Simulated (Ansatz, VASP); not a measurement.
## CdInS2 in VASP and in Ansatz

```xyz
4
Lattice="3.8695 0.0000 0.0000 -1.9347 3.3511 0.0000 0.0000 0.0000 6.8105" Properties=species:S:1:pos:R:3 pbc="T T T"
Cd    0.0000    0.0000    0.0000
In    0.0000    0.0000    3.4053
S     1.9347    1.1170    5.1423
S     0.0000    2.2341    1.6682
```

Alike in both runs: task relaxation of cell and atoms; functional PBE; k mesh 12 × 12 × 8; occupations gaussian, width 0.1 eV; no spin polarisation.

```csv
,VASP,Ansatz
version,VASP 6.6.1,Ansatz 0.2.0
potentials or method,"VASP PAW PBE potentials, release 64 (Cd, In_d, S), cutoff 600 eV","scalar-relativistic, plane waves, PAW"
valence electrons in the cell,37,45
```

Ansatz gave:

```
gap on the k mesh at the Fermi level, each at its own relaxed structure (eV) : none
relaxed volume (Å³/atom)                                                     : 22.11
relaxed length of the cell vector where the two differ most in proportion (Å)              : 6.811
```

Problem. Estimate VASP's values.

Solution. gap on the k mesh at the Fermi level, each at its own relaxed structure (eV): none; relaxed volume (Å³/atom): 22.15; relaxed length of the cell vector where the two differ most in proportion (Å): 6.821.

A gap of «none» marks a metal or a gap that the smearing closes. VASP's potentials hold 37 valence electrons a cell and Ansatz's 45, so a difference there can come from the potentials and not from the codes.
